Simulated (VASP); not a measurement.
# AlRu (Pm-3m) in VASP: a series of runs

AlRu is run at these levels: r2SCAN; tasks: single point.

Everything below comes from runs of VASP 6.6.1. Logs are shortened: lines on timing, memory, paths and dates and some standing lists are left out, and cuts for length are marked.

### 1 The cell of the first run

The structure is cubic, space group Pm-3m (No. 221). Conventional cell: a = 2.984 Å, b = 2.984 Å, c = 2.984 Å, α = 90.00°, β = 90.00°, γ = 90.00°. Within 3.4 Å of Al (site symmetry m-3m) lie 8 Ru at 2.58 Å and 6 Al at 2.98 Å. Within 3.4 Å of Ru (site symmetry m-3m) lie 8 Al at 2.58 Å and 6 Ru at 2.98 Å.

### 2 Single point, r2SCAN

POSCAR reads:

```
AlRu
1.0
    2.9836458198      0.0000000000      0.0000000000
    0.0000000000      2.9836458198      0.0000000000
    0.0000000000      0.0000000000      2.9836458198
Al Ru
1 1
Direct
    0.0000000000      0.0000000000      0.0000000000
    0.5000000000      0.5000000000      0.5000000000
```

INCAR.step1 reads:

```
SYSTEM = AlRu
PREC     = Accurate       ! precision mode
ENCUT    = 520            ! plane-wave cutoff, eV
ISMEAR   = -1             ! smearing method
SIGMA    = 0.1            ! smearing width, eV
LREAL    = .FALSE.        ! projectors in reciprocal space
LASPH    = .TRUE.         ! aspherical terms in the spheres
NELM     = 60             ! most SCF steps
NBANDS   = 16             ! bands
GGA      = PE             ! functional
ALGO     = Normal         ! electronic algorithm
EDIFF    = 1E-4           ! SCF threshold, eV
LWAVE    = .TRUE.         ! write WAVECAR
LCHARG   = .FALSE.        ! write CHGCAR
```

INCAR.step2 reads:

```
SYSTEM = AlRu
PREC     = Accurate       ! precision mode
ENCUT    = 520            ! plane-wave cutoff, eV
EDIFF    = 1E-7           ! SCF threshold, eV
ISMEAR   = -1             ! smearing method
SIGMA    = 0.1            ! smearing width, eV
LREAL    = .FALSE.        ! projectors in reciprocal space
LASPH    = .TRUE.         ! aspherical terms in the spheres
NELM     = 60             ! most SCF steps
ALGO     = Normal         ! electronic algorithm
ISIF     = 2              ! what is computed and relaxed
LWAVE    = .FALSE.        ! write WAVECAR
LCHARG   = .FALSE.        ! write CHGCAR
METAGGA  = R2SCAN         ! meta-GGA
LMIXTAU  = .TRUE.       
NBANDS   = 16             ! bands
ISTART   = 1
```

KPOINTS reads:

```
Automatic mesh
0
G
  11 11 11
  0 0 0
```

Potentials or basis: VASP PAW PBE potentials, release 64 (Al, Ru_pv).

Run with:

```
$ cat potpaw_PBE.64/Al/POTCAR potpaw_PBE.64/Ru_pv/POTCAR > POTCAR
$ cp INCAR.step1 INCAR
$ mpirun -np 1 vasp_std > vasp.out
$ cp INCAR.step2 INCAR
$ mpirun -np 1 vasp_std > vasp.out
```

OUTCAR:

```text
SYSTEM = AlRu
   PREC = Accurate
   ENCUT = 520
   EDIFF = 1E-7
   ISMEAR = -1
   LREAL = .FALSE.
   LASPH = .TRUE.
   NELM = 60
   ISIF = 2
   METAGGA = R2SCAN
   ISTART = 1

 ion  position               nearest neighbor table
   1  0.000  0.000  0.000-   2 2.58   2 2.58   2 2.58   2 2.58   2 2.58   2 2.58   2 2.58   2 2.58

   2  0.500  0.500  0.500-   1 2.58   1 2.58   1 2.58   1 2.58   1 2.58   1 2.58   1 2.58   1 2.58

  LATTYP: Found a simple cubic cell.
 ALAT       =     2.9836458198

  Lattice vectors:

 A1 = (   2.9836458198,   0.0000000000,   0.0000000000)
 A2 = (   0.0000000000,   2.9836458198,   0.0000000000)
 A3 = (   0.0000000000,   0.0000000000,   2.9836458198)

Analysis of symmetry for initial positions (statically):
=====================================================================
 Subroutine PRICEL returns:
 Original cell was already a primitive cell.

 Routine SETGRP: Setting up the symmetry group for a
 simple cubic supercell.

 Subroutine GETGRP returns: Found 48 space group operations
 (whereof 48 operations were pure point group operations)
 out of a pool of 48 trial point group operations.

The static configuration has the point symmetry O_h .

Analysis of symmetry for dynamics (positions and initial velocities):
=====================================================================
 Subroutine PRICEL returns:
 Original cell was already a primitive cell.

 Routine SETGRP: Setting up the symmetry group for a
 simple cubic supercell.

 Subroutine GETGRP returns: Found 48 space group operations
 (whereof 48 operations were pure point group operations)
 out of a pool of 48 trial point group operations.

The dynamic configuration has the point symmetry O_h .

 Subroutine INISYM returns: Found 48 space group operations
 (whereof 48 operations are pure point group operations),
 and found     1 'primitive' translations

----------------------------------------------------------------------------------------

                                     Primitive cell

  volume of cell :      26.5608

  direct lattice vectors                    reciprocal lattice vectors
     2.983645820  0.000000000  0.000000000     0.335160425  0.000000000  0.000000000
     0.000000000  2.983645820  0.000000000     0.000000000  0.335160425  0.000000000
     0.000000000  0.000000000  2.983645820     0.000000000  0.000000000  0.335160425

  length of vectors
     2.983645820  2.983645820  2.983645820     0.335160425  0.335160425  0.335160425

  position of ions in fractional coordinates (direct lattice)
     0.000000000  0.000000000  0.000000000
     0.500000000  0.500000000  0.500000000

  ion indices of the primitive-cell ions
   primitive index   ion index
                 1           1
                 2           2

----------------------------------------------------------------------------------------

 KPOINTS: Automatic mesh

Automatic generation of k-mesh.
 Grid dimensions read from file:
 generate k-points for:   11   11   11

 Generating k-lattice:

  Cartesian coordinates                     Fractional coordinates (reciprocal lattice)
     0.030469130  0.000000000  0.000000000     0.090909091  0.000000000  0.000000000
     0.000000000  0.030469130  0.000000000     0.000000000  0.090909091  0.000000000
     0.000000000  0.000000000  0.030469130     0.000000000  0.000000000  0.090909091

  Length of vectors
     0.030469130  0.030469130  0.030469130

  Shift w.r.t. Gamma in fractional coordinates (k-lattice)
     0.000000000  0.000000000  0.000000000

 Subroutine IBZKPT returns following result:
 ===========================================

 Found     56 irreducible k-points:

 Following reciprocal coordinates:
            Coordinates               Weight
  0.000000  0.000000  0.000000      1.000000
  0.090909  0.000000  0.000000      6.000000
  0.181818  0.000000  0.000000      6.000000
  0.272727  0.000000  0.000000      6.000000
  0.363636  0.000000  0.000000      6.000000
  0.454545  0.000000  0.000000      6.000000
[... 16 lines left out ...]
  0.181818  0.090909  0.090909     24.000000
  0.272727  0.090909  0.090909     24.000000
 [... further k-points ...]
   k-points           NKPTS =     56   k-points in BZ     NKDIM =     56   number of bands    NBANDS=     16
   number of dos      NEDOS =    301   number of ions     NIONS =      2
   total plane-waves  NPLWV =  13824
   dimension x,y,z NGX =    24 NGY =   24 NGZ =   24
   dimension x,y,z NGXF=    48 NGYF=   48 NGZF=   48
   ions per type =               1   1
   NGX,Y,Z   is equivalent  to a cutoff of  13.37, 13.37, 13.37 a.u.
   NGXF,Y,Z  is equivalent  to a cutoff of  26.75, 26.75, 26.75 a.u.
 SYSTEM =  AlRu
   PREC   = accura    normal or accurate (medium, high low for compatibility)
   ISTART =      1    job   : 0-new  1-cont  2-samecut
   ICHARG =      0    charge: 1-file 2-atom 10-const
   ISPIN  =      1    spin polarized calculation?
   LNONCOLLINEAR =      F non collinear calculations
   LSORBIT =      F    spin-orbit coupling
   LASPH  =      T    aspherical Exc in radial PAW
   ENCUT  =  520.0 eV  38.22 Ry    6.18 a.u.   5.55  5.55  5.55*2*pi/ulx,y,z
   NELM   =     60;   NELMIN=  2; NELMDL=  0     # of ELM steps
   EDIFF  = 0.1E-06   stopping-criterion for ELM
   LREAL  =      F    real-space projection
   EDIFFG = 0.1E-05   stopping-criterion for IOM
   NSW    =      0    number of steps for IOM
   IBRION =     -1    ionic relax: 0-MD 1-quasi-New 2-CG
   NFREE  =      0    steps in history (QN), initial steepest desc. (CG)
   ISIF   =      2    stress and relaxation
   ISYM   =      2    0-nonsym 1-usesym 2-fastsym
   POTIM  = 0.5000    time-step for ionic-motion
   TEBEG  =    0.0;   TEEND  =   0.0 temperature during run
   PSTRESS=    0.0 pullay stress
   NELECT =      17.0000    total number of electrons
   NUPDOWN=      -1.0000    fix difference up-down
   EMIN   =  10.00;   EMAX   =-10.00  energy-range for DOS
   EFERMI =   0.00;   METHOD = LEGACY
   ISMEAR =    -1;   SIGMA  =   0.10  broadening in eV -4-tet -1-fermi 0-gaus
   EFERMI_NEDOS =   21; number of points for ismear=-14 and -15
   IALGO  =     38    algorithm
   IMIX   =      4    mixing-type and parameters
     AMIX     =   0.40;   BMIX     =  1.00
     AMIX_MAG =   1.60;   BMIX_MAG =  1.00
  volume/ion in A,a.u.               =      13.28        89.62
  Fermi-wavevector in a.u.,A,eV,Ry     =   1.410838  2.666098 27.081912  1.990464
  Thomas-Fermi vector in A             =   2.532751
   LORBIT       =      0    0 simple, 1 ext, 2 COOP (PROOUT), +10 PAW based schemes
   METAGGA = R2SCAN    functional components
   LHFCALC =     F    Hartree Fock is set to
   AEXX    =    0.0000 exact exchange contribution
   IVDW    =     0    specifies the selected vdW correction
   LEPSILON=     F    determine dielectric tensor
   LRPA    =     F    only Hartree local field effects (RPA)
 non-spin polarized calculation
  energy-cutoff  :      520.00
  volume of cell :       26.56
 maximum number of plane-waves:       739
 NGX is ok and might be reduce to    24
   NGX = 11   NGY = 11   NGZ = 11

 number of electron      16.9999996 magnetization

 Free energy of the ion-electron system (eV)
  ---------------------------------------------------
  ext. energy  EPLUGINS =         0.00000000
  ---------------------------------------------------
  free energy    TOTEN  =       -33.62944974 eV

  energy without entropy =      -33.57831698  energy(sigma->0) =      -33.60388336

 E-fermi :  10.6929     XC(G=0): -13.6606

 val. band max:       10.6462179476   @ k =   0.0909   0.0000   0.0000
 cond. band min:      10.7122301198   @ k =   0.3636   0.0909   0.0909
 fundamental gap:      0.0660121722
 Fermi energy:        10.6928682885

 k-point     1 :       0.0000    0.0000    0.0000
  band No.  band energies     occupation
      1     -32.3981      2.00000
      2     -32.3981      2.00000
      3     -32.3981      2.00000
      4       0.4606      2.00000
      5       6.9537      2.00000
      6       6.9537      2.00000
[... 8 lines left out ...]
     15      22.1985      0.00000
     16      27.3158      0.00000

 k-point     2 :       0.0909    0.0000    0.0000
  band No.  band energies     occupation
      1     -32.4174      2.00000
      2     -32.3965      2.00000
      3     -32.3965      2.00000
      4       0.6298      2.00000
      5       7.0076      2.00000
      6       7.0149      2.00000
[... 8 lines left out ...]
     15      22.8402      0.00000
     16      27.8214      0.00000

 k-point     3 :       0.1818    0.0000    0.0000
  band No.  band energies     occupation
      1     -32.4686      2.00000
      2     -32.3921      2.00000
      3     -32.3921      2.00000
      4       1.1243      2.00000
      5       7.0910      2.00000
      6       7.1857      2.00000
[... 8 lines left out ...]
     15      23.8144      0.00000
     16      29.3892      0.00000

 k-point     4 :       0.2727    0.0000    0.0000
  band No.  band energies     occupation
      1     -32.5352      2.00000
      2     -32.3863      2.00000
      3     -32.3863      2.00000
      4       1.9074      2.00000
      5       6.9669      2.00000
      6       7.4259      2.00000
[... 8 lines left out ...]
     15      24.4688      0.00000
     16      27.7598      0.00000
[... 324 lines left out ...]
 k-point    22 :       0.0909    0.0909    0.0909
  band No.  band energies     occupation
      1     -32.4156      2.00000
      2     -32.4131      2.00000
      3     -32.4131      2.00000
      4       0.9618      2.00000
      5       7.1327      2.00000
      6       7.1328      2.00000
[... 8 lines left out ...]
     15      22.7876      0.00000
     16      28.6710      0.00000

 k-point    23 :       0.1818    0.0909    0.0909
  band No.  band energies     occupation
      1     -32.4649      2.00000
      2     -32.4101      2.00000
      3     -32.4086      2.00000
      4       1.4427      2.00000
      5       7.2399      2.00000
      6       7.2968      2.00000
[... 8 lines left out ...]
     15      24.1890      0.00000
     16      28.5076      0.00000

 k-point    24 :       0.2727    0.0909    0.0909
  band No.  band energies     occupation
      1     -32.5310      2.00000
      2     -32.4040      2.00000
      3     -32.4026      2.00000
      4       2.2010      2.00000
      5       7.1014      2.00000
      6       7.5338      2.00000
[... 8 lines left out ...]
     15      25.3424      0.00000
     16      26.5777      0.00000

 [... further k-points ...]
[... 5 lines left out ...]
  --------------------------------------------------------------------------------------
  -------------------------------------------------------------------------------------
  Total        0.0189960      0.0189960      0.0189960     -0.0000000     -0.0000000      0.0000000
  in kB        1.1458577      1.1458577      1.1458577     -0.0000000     -0.0000000      0.0000000
  external PRESSURE =       1.1458577 kB  Pullay stress =       0.0000000 kB

 VOLUME and BASIS-vectors are now :
 -----------------------------------------------------------------------------
  energy-cutoff  :      520.00
  volume of cell :       26.56
      direct lattice vectors                 reciprocal lattice vectors
     2.983645820  0.000000000  0.000000000     0.335160425  0.000000000  0.000000000
     0.000000000  2.983645820  0.000000000     0.000000000  0.335160425  0.000000000
     0.000000000  0.000000000  2.983645820     0.000000000  0.000000000  0.335160425

 POSITION                                       TOTAL-FORCE (eV/Angst)
 -----------------------------------------------------------------------------------
      0.00000      0.00000      0.00000         0.000000      0.000000      0.000000
      1.49182      1.49182      1.49182         0.000000      0.000000      0.000000
 -----------------------------------------------------------------------------------
    total drift:                                0.000000     -0.000000     -0.000000

  FREE ENERGIE OF THE ION-ELECTRON SYSTEM (eV)
  ---------------------------------------------------
  free  energy   TOTEN  =       -33.6294497366 eV

  energy  without entropy=      -33.5783169821  energy(sigma->0) =      -33.60388336
```

Run time: 45 s. Hardware: 1 thread of Intel Xeon Platinum 8259CL at 2.50GHz (Skylake/Cascade Lake), shared host; peak memory 0.16 GiB.

What came out:

| Item | Value |
| --- | --- |
| Free energy | -33.6294 eV |
| Pressure | 0.1 GPa |

Levels at points of the mesh, in eV from the Fermi level:
```csv
k point,band 6,band 7,band 8,band 9,band 10,band 11,band 12,band 13
"(0.00, 0.00, 0.00)",-3.74,0.16,0.16,0.16,6.54,6.54,6.54,10.35
```

Caveat: the PAW data sets were made with another functional, which shifts forces and pressure a little.

### 3 Single point, r2SCAN

POSCAR reads:

```
AlRu
1.0
    2.9836458200      0.0000000000      0.0000000000
    0.0000000000      2.9836458200      0.0000000000
    0.0000000000      0.0000000000      2.9836458200
Al Ru
1 1
Direct
    0.0000000000      0.0000000000      0.0000000000
    0.5000000000      0.5000000000      0.5000000000
```

INCAR.step1 reads:

```
SYSTEM = AlRu
PREC     = Accurate       ! precision mode
ENCUT    = 520            ! plane-wave cutoff, eV
ISMEAR   = -1             ! smearing method
SIGMA    = 0.1            ! smearing width, eV
LREAL    = .False.        ! projectors in reciprocal space
LASPH    = .True.         ! aspherical terms in the spheres
NELM     = 100            ! most SCF steps
NBANDS   = 16             ! bands
GGA      = PE             ! functional
ALGO     = Normal         ! electronic algorithm
EDIFF    = 1E-4           ! SCF threshold, eV
LWAVE    = .True.         ! write WAVECAR
LCHARG   = .False.        ! write CHGCAR
```

INCAR.step2 reads:

```
SYSTEM = AlRu
PREC     = Accurate       ! precision mode
ENCUT    = 520            ! plane-wave cutoff, eV
EDIFF    = 1E-6           ! SCF threshold, eV
ISMEAR   = -1             ! smearing method
SIGMA    = 0.1            ! smearing width, eV
LREAL    = .False.        ! projectors in reciprocal space
LASPH    = .True.         ! aspherical terms in the spheres
NELM     = 100            ! most SCF steps
ALGO     = Normal         ! electronic algorithm
ISIF     = 2              ! what is computed and relaxed
LWAVE    = .False.        ! write WAVECAR
LCHARG   = .True.         ! write CHGCAR
METAGGA  = R2SCAN         ! meta-GGA
LMIXTAU  = .True.       
LELF     = .True.         ! ELF
LVHAR    = .True.       
NBANDS   = 16             ! bands
ISTART   = 1
```

KPOINTS reads:

```
regular mesh
0
Gamma
  11 11 11
  0 0 0
```

Potentials or basis: VASP PAW PBE potentials, release 64 (Al, Ru_pv).

Run with:

```
$ cat potpaw_PBE.64/Al/POTCAR potpaw_PBE.64/Ru_pv/POTCAR > POTCAR
$ cp INCAR.step1 INCAR
$ mpirun -np 1 vasp_std > vasp.out
$ cp INCAR.step2 INCAR
$ mpirun -np 1 vasp_std > vasp.out
```

Wall time 41 s (1 thread of Intel Xeon Platinum 8259CL at 2.50GHz (Skylake/Cascade Lake), shared host); peak memory 0.15 GiB.

It converged, with:

```yaml
Free_energy: -33.6294 eV
Pressure: 0.1 GPa
```

Levels at points of the mesh, in eV from the Fermi level:
```csv
k point,band 6,band 7,band 8,band 9,band 10,band 11,band 12,band 13
"(0.00, 0.00, 0.00)",-3.74,0.16,0.16,0.16,6.54,6.54,6.54,10.35
```

Caveat: the PAW data sets were made with another functional, which shifts forces and pressure a little.

### 4 Single point, r2SCAN

POSCAR is that of step 3.

INCAR.step1 reads:

```
  ALGO = Normal
  EDIFF = 1E-4
  ENCUT = 520
  GGA = PE
  ISMEAR = -1
  LASPH = True
  LCHARG = False
  LREAL = False
  LWAVE = True
  NBANDS = 16
  NELM = 80
  PREC = Accurate
  SIGMA = 0.1
```

INCAR.step2 reads:

```
  ALGO = Normal
  EDIFF = 1E-7
  ENCUT = 520
  ISIF = 2
  ISMEAR = -1
  ISTART = 1
  LASPH = True
  LCHARG = False
  LMIXTAU = True
  LREAL = False
  LWAVE = False
  METAGGA = R2SCAN
  NBANDS = 16
  NELM = 80
  PREC = Accurate
  SIGMA = 0.1
```

KPOINTS reads:

```
k-points
0
Gamma
  11 11 11
```

Run with:

```
$ cat potpaw_PBE.64/Al/POTCAR potpaw_PBE.64/Ru_pv/POTCAR > POTCAR
$ cp INCAR.step1 INCAR
$ mpirun -np 1 vasp_std > vasp.out
$ cp INCAR.step2 INCAR
$ mpirun -np 1 vasp_std > vasp.out
```

Run time: 46 s. Hardware: 1 thread of Intel Xeon Platinum 8259CL at 2.50GHz (Skylake/Cascade Lake), shared host; peak memory 0.15 GiB.

Results (log left out):

```
Free energy : -33.6294 eV
Pressure    : 0.1 GPa
```

Levels at points of the mesh, in eV from the Fermi level:
```tsv
k point	band 5	band 6	band 7	band 8	band 9	band 10	band 11	band 12	band 13	band 14
(0.00, 0.00, 0.00)	-3.74	-3.74	0.16	0.16	0.16	6.54	6.54	6.54	10.35	11.51
```

Caveat: the PAW data sets were made with another functional, which shifts forces and pressure a little.

### 5 Single point, r2SCAN

This run uses another cell than the first one, of 13.55 Å³/atom, 1.020 times its volume.

POSCAR reads:

```
AlRu
1.0
    3.0034056400      0.0000000000      0.0000000000
    0.0000000000      3.0034056400      0.0000000000
    0.0000000000      0.0000000000      3.0034056400
Al Ru
1 1
Direct
    0.0000000000      0.0000000000      0.0000000000
    0.5000000000      0.5000000000      0.5000000000
```

INCAR.step1 reads:

```
SYSTEM = AlRu
PREC = Accurate
ENCUT = 520
ISMEAR = -1
SIGMA = 0.1
LREAL = .FALSE.
LASPH = .TRUE.
NELM = 100
NBANDS = 16
GGA = PE
ALGO = Normal
EDIFF = 1E-4
LWAVE = .TRUE.
LCHARG = .FALSE.
```

INCAR.step2 reads:

```
SYSTEM = AlRu
PREC = Accurate
ENCUT = 520
EDIFF = 1E-6
ISMEAR = -1
SIGMA = 0.1
LREAL = .FALSE.
LASPH = .TRUE.
NELM = 100
ALGO = Normal
ISIF = 2
LWAVE = .FALSE.
LCHARG = .FALSE.
METAGGA = R2SCAN
LMIXTAU = .TRUE.
NBANDS = 16
ISTART = 1
```

KPOINTS reads:

```
Automatic mesh
0
G
  11 11 11
  0 0 0
```

Run with:

```
$ cat potpaw_PBE.64/Al/POTCAR potpaw_PBE.64/Ru_pv/POTCAR > POTCAR
$ cp INCAR.step1 INCAR
$ mpirun -np 1 vasp_std > vasp.out
$ cp INCAR.step2 INCAR
$ mpirun -np 1 vasp_std > vasp.out
```

Run time: 42 s. Hardware: 1 thread of Intel Xeon Platinum 8259CL at 2.50GHz (Skylake/Cascade Lake), shared host; peak memory 0.15 GiB.

It converged, with:

* Free energy: -33.6229 eV
* Pressure: -4.1 GPa

Levels at points of the mesh, in eV from the Fermi level:
```csv
k point,band 6,band 7,band 8,band 9,band 10,band 11,band 12,band 13
"(0.00, 0.00, 0.00)",-3.63,0.15,0.15,0.15,6.44,6.44,6.44,10.33
```

Caveat: the PAW data sets were made with another functional, which shifts forces and pressure a little.

(Continued in part 2 of 2.)
